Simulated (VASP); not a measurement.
# MgS (Niningerite) (Fm-3m) in VASP: further runs, part 2 of 2

VASP 6.6.1. The steps go on from the part before.

### Step 3. Single point, PBEsol+D4

This run uses another cell than the first one, of 17.07 Å³/atom, 1.013 times its volume.

Input file INCAR:

```
SYSTEM = MgS
PREC     = Accurate       ! precision mode
ENCUT    = 520            ! plane-wave cutoff, eV
EDIFF    = 1E-6           ! SCF threshold, eV
ISMEAR   = -1             ! smearing method
SIGMA    = 0.05           ! smearing width, eV
LREAL    = .FALSE.        ! projectors in reciprocal space
LASPH    = .TRUE.         ! aspherical terms in the spheres
NELM     = 60             ! most SCF steps
ALGO     = Normal         ! electronic algorithm
ISIF     = 2              ! what is computed and relaxed
LWAVE    = .FALSE.        ! write WAVECAR
LCHARG   = .TRUE.         ! write CHGCAR
GGA      = PS             ! functional
IVDW     = 13             ! dispersion correction
LELF     = .TRUE.         ! ELF
LVHAR    = .TRUE.       
NBANDS   = 11             ! bands
```

Input file KPOINTS:

```
Automatic mesh
0
G
  9 9 9
  0 0 0
```

Input file POSCAR:

```
MgS
1.0
    0.0000000000      2.5746668050      2.5746668050
    2.5746668050      0.0000000000      2.5746668050
    2.5746668050      2.5746668050      0.0000000000
S Mg
1 1
Direct
    0.5000000000      0.5000000000      0.5000000000
    0.0000000000      0.0000000000      0.0000000000
```

Potentials or basis: VASP PAW PBE potentials, release 64 (S, Mg).

Started as:

```console
cat potpaw_PBE.64/S/POTCAR potpaw_PBE.64/Mg/POTCAR > POTCAR
mpirun -np 1 vasp_std > vasp.out
```

OUTCAR:

```text
SYSTEM = MgS
   PREC = Accurate
   ENCUT = 520
   EDIFF = 1E-6
   ISMEAR = -1
   LREAL = .FALSE.
   LASPH = .TRUE.
   NELM = 60
   ISIF = 2
   GGA = PS
   IVDW = 13

 ion  position               nearest neighbor table
   1  0.500  0.500  0.500-   2 2.57   2 2.57   2 2.57   2 2.57   2 2.57   2 2.57
   2  0.000  0.000  0.000-   1 2.57   1 2.57   1 2.57   1 2.57   1 2.57   1 2.57

  LATTYP: Found a face centered cubic cell.
 ALAT       =     5.1493336100

  Lattice vectors:

 A1 = (   0.0000000000,   2.5746668050,   2.5746668050)
 A2 = (   2.5746668050,   0.0000000000,   2.5746668050)
 A3 = (   2.5746668050,   2.5746668050,   0.0000000000)

Analysis of symmetry for initial positions (statically):
[... 33 lines left out ...]
                                     Primitive cell

  volume of cell :      34.1345

  direct lattice vectors                    reciprocal lattice vectors
     0.000000000  2.574666805  2.574666805    -0.194199886  0.194199886  0.194199886
     2.574666805  0.000000000  2.574666805     0.194199886 -0.194199886  0.194199886
     2.574666805  2.574666805  0.000000000     0.194199886  0.194199886 -0.194199886

  length of vectors
     3.641128714  3.641128714  3.641128714     0.336364069  0.336364069  0.336364069

  position of ions in fractional coordinates (direct lattice)
[... 8 lines left out ...]
----------------------------------------------------------------------------------------

 KPOINTS: Automatic mesh

Automatic generation of k-mesh.
 Grid dimensions read from file:
 generate k-points for:    9    9    9

 Generating k-lattice:

  Cartesian coordinates                     Fractional coordinates (reciprocal lattice)
    -0.021577765  0.021577765  0.021577765     0.111111111  0.000000000  0.000000000
     0.021577765 -0.021577765  0.021577765     0.000000000  0.111111111  0.000000000
     0.021577765  0.021577765 -0.021577765     0.000000000  0.000000000  0.111111111

  Length of vectors
     0.037373785  0.037373785  0.037373785

  Shift w.r.t. Gamma in fractional coordinates (k-lattice)
     0.000000000  0.000000000  0.000000000

 Subroutine IBZKPT returns following result:
 ===========================================

 Found     35 irreducible k-points:

 Following reciprocal coordinates:
            Coordinates               Weight
  0.000000  0.000000  0.000000      1.000000
  0.111111  0.000000  0.000000      8.000000
  0.222222  0.000000  0.000000      8.000000
  0.333333  0.000000  0.000000      8.000000
  0.444444  0.000000  0.000000      8.000000
  0.111111  0.111111  0.000000      6.000000
[... 16 lines left out ...]
 -0.333333  0.333333  0.000000     12.000000
  0.444444  0.444444  0.000000      6.000000
 [... further k-points ...]
   k-points           NKPTS =     35   k-points in BZ     NKDIM =     35   number of bands    NBANDS=     11
   number of dos      NEDOS =    301   number of ions     NIONS =      2
   total plane-waves  NPLWV =  21952
   dimension x,y,z NGX =    28 NGY =   28 NGZ =   28
   dimension x,y,z NGXF=    56 NGYF=   56 NGZF=   56
   ions per type =               1   1
   NGX,Y,Z   is equivalent  to a cutoff of  12.78, 12.78, 12.78 a.u.
   NGXF,Y,Z  is equivalent  to a cutoff of  25.57, 25.57, 25.57 a.u.
 SYSTEM =  MgS
   PREC   = accura    normal or accurate (medium, high low for compatibility)
   ISTART =      0    job   : 0-new  1-cont  2-samecut
   ICHARG =      2    charge: 1-file 2-atom 10-const
   ISPIN  =      1    spin polarized calculation?
   LNONCOLLINEAR =      F non collinear calculations
   LSORBIT =      F    spin-orbit coupling
   LASPH  =      T    aspherical Exc in radial PAW
   ENCUT  =  520.0 eV  38.22 Ry    6.18 a.u.   6.77  6.77  6.77*2*pi/ulx,y,z
   NELM   =     60;   NELMIN=  2; NELMDL= -5     # of ELM steps
   EDIFF  = 0.1E-05   stopping-criterion for ELM
   LREAL  =      F    real-space projection
   EDIFFG = 0.1E-04   stopping-criterion for IOM
   NSW    =      0    number of steps for IOM
   IBRION =     -1    ionic relax: 0-MD 1-quasi-New 2-CG
[... 8 lines left out ...]
   EMIN   =  10.00;   EMAX   =-10.00  energy-range for DOS
   EFERMI =   0.00;   METHOD = LEGACY
   ISMEAR =    -1;   SIGMA  =   0.05  broadening in eV -4-tet -1-fermi 0-gaus
   EFERMI_NEDOS =   21; number of points for ismear=-14 and -15
   IALGO  =     38    algorithm
   IMIX   =      4    mixing-type and parameters
     AMIX     =   0.40;   BMIX     =  1.00
     AMIX_MAG =   1.60;   BMIX_MAG =  1.00
  volume/ion in A,a.u.               =      17.07       115.18
  Fermi-wavevector in a.u.,A,eV,Ry     =   1.009347  1.907389 13.861360  1.018781
  Thomas-Fermi vector in A             =   2.142270
   LORBIT       =      0    0 simple, 1 ext, 2 COOP (PROOUT), +10 PAW based schemes
   GGA     = PS    functional components
   LHFCALC =     F    Hartree Fock is set to
   AEXX    =    0.0000 exact exchange contribution
   IVDW    =    13    specifies the selected vdW correction
   LEPSILON=     F    determine dielectric tensor
   LRPA    =     F    only Hartree local field effects (RPA)
 non-spin polarized calculation
  energy-cutoff  :      520.00
  volume of cell :       34.13
 maximum number of plane-waves:       941
   NGX = 13   NGY = 13   NGZ = 13

 number of electron       7.9999999 magnetization

 Free energy of the ion-electron system (eV)
  ---------------------------------------------------
  ext. energy  EPLUGINS =         0.00000000
  ---------------------------------------------------
  free energy    TOTEN  =        -9.07276203 eV

  energy without entropy =       -9.07276203  energy(sigma->0) =       -9.07276203

 E-fermi :   4.9768     XC(G=0):  -9.9667

 val. band max:        3.9596561779   @ k =   0.0000   0.0000   0.0000
 cond. band min:       6.8594565218   @ k =   0.4444   0.4444   0.0000
 fundamental gap:      2.8998003439
 Fermi energy:         4.9767856306

 k-point     1 :       0.0000    0.0000    0.0000
  band No.  band energies     occupation
      1      -8.9071      2.00000
      2       3.9597      2.00000
      3       3.9597      2.00000
      4       3.9597      2.00000
      5       7.8017      0.00000
      6      11.7922      0.00000
      7      11.7922      0.00000
      8      11.7922      0.00000
      9      14.3046      0.00000
     10      14.3046      0.00000
     11      16.3283      0.00000

 k-point     2 :       0.1111    0.0000    0.0000
  band No.  band energies     occupation
      1      -8.7797      2.00000
      2       3.0599      2.00000
      3       3.8713      2.00000
      4       3.8713      2.00000
      5       8.4820      0.00000
      6      11.5120      0.00000
      7      12.0221      0.00000
      8      12.0221      0.00000
      9      13.7467      0.00000
     10      13.7467      0.00000
     11      16.8113      0.00000

 k-point     3 :       0.2222    0.0000    0.0000
  band No.  band energies     occupation
      1      -8.4249      2.00000
      2       1.4348      2.00000
      3       3.6668      2.00000
      4       3.6668      2.00000
      5       8.9439      0.00000
      6      11.8922      0.00000
      7      11.8922      0.00000
      8      12.0081      0.00000
      9      13.9252      0.00000
     10      13.9252      0.00000
     11      16.1156      0.00000
[... 267 lines left out ...]
 k-point    23 :      -0.3333    0.3333    0.0000
  band No.  band energies     occupation
      1      -7.1701      2.00000
      2       0.1459      2.00000
      3       0.4404      2.00000
      4       2.7468      2.00000
      5       8.3319      0.00000
      6      11.7278      0.00000
      7      12.9221      0.00000
      8      13.2321      0.00000
      9      15.7882      0.00000
     10      16.4110      0.00000
     11      20.8622      0.00000

 k-point    24 :       0.4444    0.4444    0.0000
  band No.  band energies     occupation
      1      -7.1682      2.00000
      2      -0.3637      2.00000
      3       2.2198      2.00000
      4       2.2198      2.00000
      5       6.8595      0.00000
      6       8.1692      0.00000
      7      15.7818      0.00000
      8      16.7473      0.00000
      9      17.1442      0.00000
     10      17.1442      0.00000
     11      20.4004      0.00000

 [... further k-points ...]

------------------------ aborting loop because EDIFF is reached ----------------------------------------

  DFT-D4 for vdW energy calculation

  Edisp (eV):   -0.33935

  FORCE on cell =-STRESS in cart. coord.  units (eV):
  Direction    XX          YY          ZZ          XY          YZ          ZX
  --------------------------------------------------------------------------------------
  -------------------------------------------------------------------------------------
  Total      -0.04076    -0.04076    -0.04076     0.00000     0.00000    -0.00000
  in kB      -1.91313    -1.91313    -1.91313     0.00000     0.00000    -0.00000
  external pressure =       -1.91 kB  Pullay stress =        0.00 kB

 VOLUME and BASIS-vectors are now :
 -----------------------------------------------------------------------------
  energy-cutoff  :      520.00
  volume of cell :       34.13
      direct lattice vectors                 reciprocal lattice vectors
     0.000000000  2.574666805  2.574666805    -0.194199886  0.194199886  0.194199886
     2.574666805  0.000000000  2.574666805     0.194199886 -0.194199886  0.194199886
     2.574666805  2.574666805  0.000000000     0.194199886  0.194199886 -0.194199886

 POSITION                                       TOTAL-FORCE (eV/Angst)
 -----------------------------------------------------------------------------------
      2.57467      2.57467      2.57467        -0.000000      0.000000      0.000000
      0.00000      0.00000      0.00000         0.000000     -0.000000     -0.000000
 -----------------------------------------------------------------------------------
    total drift:                                0.000000      0.000000      0.000000

  FREE ENERGIE OF THE ION-ELECTRON SYSTEM (eV)
  ---------------------------------------------------
  free  energy   TOTEN  =        -9.4121080590 eV

  energy  without entropy=       -9.4121080590  energy(sigma->0) =       -9.41210806
```

Wall time 12 s (1 thread of Intel Xeon Platinum 8375C at 2.90GHz (Ice Lake), shared host); peak memory 0.16 GiB.

What came out:

- Free energy: -9.4121 eV
- Pressure: -0.2 GPa
- Band gap on the k mesh: 2.90 eV, indirect (least direct gap 3.84 eV)
- Dispersion energy per atom: -0.170 eV

Caveat: the PAW data sets were made with another functional, which shifts forces and pressure a little.

### Step 4. Single point, PBEsol

This run uses another cell than the first one, of 16.55 Å³/atom, 0.983 times its volume.

Input file INCAR:

```
PREC = Accurate ; ENCUT = 520
EDIFF = 1E-6 ; ISMEAR = -1
SIGMA = 0.05 ; LREAL = False
LASPH = True ; NELM = 60
ALGO = Normal ; ISIF = 2
LWAVE = False ; LCHARG = False
GGA = PS ; NBANDS = 11
```

Input file KPOINTS:

```
regular mesh
0
Gamma
  9 9 9
```

Input file POSCAR:

```
MgS
1.0
    0.0000000000      2.5485401997      2.5485401997
    2.5485401997      0.0000000000      2.5485401997
    2.5485401997      2.5485401997      0.0000000000
S Mg
1 1
Direct
    0.5000000000      0.5000000000      0.5000000000
    0.0000000000      0.0000000000      0.0000000000
```

Started as:

```console
cat potpaw_PBE.64/S/POTCAR potpaw_PBE.64/Mg/POTCAR > POTCAR
mpirun -np 1 vasp_std > vasp.out
```

Wall time 10 s (1 thread of Intel Xeon Platinum 8375C at 2.90GHz (Ice Lake), shared host); peak memory 0.16 GiB.

The run converged. Its results:

```yaml
Free_energy: -9.0553 eV
Pressure: 4.1 GPa
Band_gap_on_the_k_mesh: 2.96 eV, indirect (least direct gap 4.10 eV)
```

Levels at points of the mesh, in eV from the valence-band top:
| k point | band 1 | band 2 | band 3 | band 4 | band 5 | band 6 | band 7 | band 8 |
| --- | --- | --- | --- | --- | --- | --- | --- | --- |
| (0.00, 0.00, 0.00) | -13.05 | 0.00 | 0.00 | 0.00 | 4.10 | 7.81 | 7.81 | 7.81 |

Caveat: the PAW data sets were made with another functional, which shifts forces and pressure a little. A k mesh can miss the band edges.

### Step 5. Single point, PBEsol

This run uses another cell than the first one, of 16.91 Å³/atom, 1.004 times its volume.

Input file INCAR:

```
SYSTEM = MgS
PREC = Accurate
ENCUT = 520
EDIFF = 1E-7
ISMEAR = -1
SIGMA = 0.05
LREAL = .False.
LASPH = .True.
NELM = 60
ALGO = Normal
ISIF = 2
LWAVE = .False.
LCHARG = .True.
GGA = PS
LELF = .True.
LVHAR = .True.
NBANDS = 11
```

Input file KPOINTS:

```
Automatic mesh
0
Gamma
  9 9 9
  0 0 0
```

Input file POSCAR:

```
MgS
1.0
    0.0000000000      2.5664882573      2.5664882573
    2.5664882573      0.0000000000      2.5664882573
    2.5664882573      2.5664882573      0.0000000000
S Mg
1 1
Direct
    0.5000000000      0.5000000000      0.5000000000
    0.0000000000      0.0000000000      0.0000000000
```

Potentials or basis: VASP PAW PBE potentials, release 64 (S, Mg).

Started as:

```console
cat potpaw_PBE.64/S/POTCAR potpaw_PBE.64/Mg/POTCAR > POTCAR
mpirun -np 1 vasp_std > vasp.out
```

OUTCAR:

```text
SYSTEM = MgS
   PREC = Accurate
   ENCUT = 520
   EDIFF = 1E-7
   ISMEAR = -1
   LREAL = .False.
   LASPH = .True.
   NELM = 60
   ISIF = 2
   GGA = PS

 ion  position               nearest neighbor table
   1  0.500  0.500  0.500-   2 2.57   2 2.57   2 2.57   2 2.57   2 2.57   2 2.57
   2  0.000  0.000  0.000-   1 2.57   1 2.57   1 2.57   1 2.57   1 2.57   1 2.57

  LATTYP: Found a face centered cubic cell.
 ALAT       =     5.1329765146

  Lattice vectors:

 A1 = (   0.0000000000,   2.5664882573,   2.5664882573)
 A2 = (   2.5664882573,   0.0000000000,   2.5664882573)
 A3 = (   2.5664882573,   2.5664882573,   0.0000000000)

Analysis of symmetry for initial positions (statically):
[... 33 lines left out ...]
                                     Primitive cell

  volume of cell :      33.8102

  direct lattice vectors                    reciprocal lattice vectors
     0.000000000  2.566488257  2.566488257    -0.194818737  0.194818737  0.194818737
     2.566488257  0.000000000  2.566488257     0.194818737 -0.194818737  0.194818737
     2.566488257  2.566488257  0.000000000     0.194818737  0.194818737 -0.194818737

  length of vectors
     3.629562501  3.629562501  3.629562501     0.337435950  0.337435950  0.337435950

  position of ions in fractional coordinates (direct lattice)
[... 130 lines left out ...]
 fundamental gap:      2.9199700513
 Fermi energy:         5.0741189056

 k-point     1 :       0.0000    0.0000    0.0000
  band No.  band energies     occupation
      1      -8.8762      2.00000
      2       4.0481      2.00000
      3       4.0481      2.00000
      4       4.0481      2.00000
      5       7.9684      0.00000
      6      11.8735      0.00000
      7      11.8735      0.00000
      8      11.8735      0.00000
      9      14.4029      0.00000
     10      14.4029      0.00000
     11      16.4390      0.00000
[... 309 lines left out ...]
 k-point    24 :       0.4444    0.4444    0.0000
  band No.  band energies     occupation
      1      -7.1055      2.00000
      2      -0.3248      2.00000
      3       2.2863      2.00000
      4       2.2863      2.00000
      5       6.9681      0.00000
      6       8.2274      0.00000
      7      15.9646      0.00000
      8      16.8620      0.00000
      9      17.3189      0.00000
     10      17.3189      0.00000
     11      20.5457      0.00000

 [... further k-points ...]
[... 5 lines left out ...]
  --------------------------------------------------------------------------------------
  -------------------------------------------------------------------------------------
  Total        0.4576927      0.4576927      0.4576927     -0.0000000     -0.0000000     -0.0000000
  in kB       21.6888598     21.6888598     21.6888598     -0.0000000     -0.0000000     -0.0000000
  external PRESSURE =      21.6888598 kB  Pullay stress =       0.0000000 kB

 VOLUME and BASIS-vectors are now :
 -----------------------------------------------------------------------------
  energy-cutoff  :      520.00
  volume of cell :       33.81
      direct lattice vectors                 reciprocal lattice vectors
     0.000000000  2.566488257  2.566488257    -0.194818737  0.194818737  0.194818737
     2.566488257  0.000000000  2.566488257     0.194818737 -0.194818737  0.194818737
     2.566488257  2.566488257  0.000000000     0.194818737  0.194818737 -0.194818737

 POSITION                                       TOTAL-FORCE (eV/Angst)
 -----------------------------------------------------------------------------------
      2.56649      2.56649      2.56649        -0.000000     -0.000000      0.000000
      0.00000      0.00000      0.00000         0.000000      0.000000     -0.000000
 -----------------------------------------------------------------------------------
    total drift:                                0.000000      0.000000      0.000000

  FREE ENERGIE OF THE ION-ELECTRON SYSTEM (eV)
  ---------------------------------------------------
  free  energy   TOTEN  =        -9.0691305609 eV

  energy  without entropy=       -9.0691305609  energy(sigma->0) =       -9.06913056
```

OSZICAR:

```text
N       E                     dE             d eps       ncg     rms          rms(c)
DAV:   1     0.171484687428E+02    0.17148E+02   -0.34880E+03   810   0.587E+02
DAV:   2    -0.826593751144E+01   -0.25414E+02   -0.24184E+02   967   0.950E+01
DAV:   3    -0.942062178306E+01   -0.11547E+01   -0.11528E+01   964   0.212E+01
DAV:   4    -0.942721097709E+01   -0.65892E-02   -0.65886E-02   900   0.189E+00
DAV:   5    -0.942726512108E+01   -0.54144E-04   -0.54144E-04   952   0.171E-01    0.429E+00
DAV:   6    -0.911231030209E+01    0.31495E+00   -0.64807E-01   887   0.318E+00    0.326E+00
DAV:   7    -0.907167220306E+01    0.40638E-01   -0.18255E-01   929   0.182E+00    0.198E+00
DAV:   8    -0.906931858582E+01    0.23536E-02   -0.94237E-03   830   0.557E-01    0.727E-01
DAV:   9    -0.906913806173E+01    0.18052E-03   -0.42249E-04   860   0.117E-01    0.308E-01
DAV:  10    -0.906913056597E+01    0.74958E-05   -0.12815E-04   902   0.505E-02    0.578E-03
DAV:  11    -0.906913081543E+01   -0.24946E-06   -0.17218E-06   898   0.803E-03    0.165E-02
DAV:  12    -0.906913062247E+01    0.19295E-06   -0.25456E-07   907   0.270E-03    0.302E-03
DAV:  13    -0.906913056094E+01    0.61527E-07   -0.34430E-08   475   0.808E-04
   1 F= -.90691306E+01 E0= -.90691306E+01  d E =-.295142E-10
```

stdout:

```text
POSCAR found type information on POSCAR S Mg
 POSCAR found :  2 types and       2 ions
 scaLAPACK will be used
 -----------------------------------------------------------------------------
|                                                                             |
|                                                                             |
|     You enforced a specific xc type in the INCAR file but a different       |
|     I HOPE YOU KNOW WHAT YOU ARE DOING!                                     |
|                                                                             |
 -----------------------------------------------------------------------------

 LDA part: xc-table for (Slater+PW92), standard interpolation
 POSCAR, INCAR and KPOINTS ok, starting setup
 FFT: planning ... GRIDC
 FFT: planning ... GRID_SOFT
 FFT: planning ... GRID
 WAVECAR not read
 entering main loop
```

Run time: 13 s. Hardware: 1 thread of Intel Xeon Platinum 8375C at 2.90GHz (Ice Lake), shared host; peak memory 0.16 GiB.

Results:

- Free energy: -9.0691 eV
- Pressure: 2.2 GPa
- Band gap on the k mesh: 2.92 eV, indirect (least direct gap 3.92 eV)

Caveat: the PAW data sets were made with another functional, which shifts forces and pressure a little.

### Step 6. The runs side by side

| level | cell | gap on the mesh (eV) | pressure (GPa) |
| --- | --- | --- | --- |
| PBEsol+D3(BJ) | a = 3.625 Å, angles 60.0°, 2 atoms | 2.93 | -0.6 |
| PBEsol+D4 | a = 3.641 Å, angles 60.0°, 2 atoms | 2.90 | -0.2 |
| PBEsol | a = 3.604 Å, angles 60.0°, 2 atoms | 2.96 | 4.1 |
| PBEsol | a = 3.630 Å, angles 60.0°, 2 atoms | 2.92 | 2.2 |

Alike in all rows: task single point; potentials or basis VASP PAW PBE potentials, release 64 (S, Mg); no spin polarisation; k mesh 9 × 9 × 9; cutoff (eV) 520; smearing fermi-dirac 0.05 eV.

Caveats: the PAW data sets were made with another functional, which shifts forces and pressure a little; three body term missing (some runs).

Absolute energies hang on the potentials; compare differences alone.
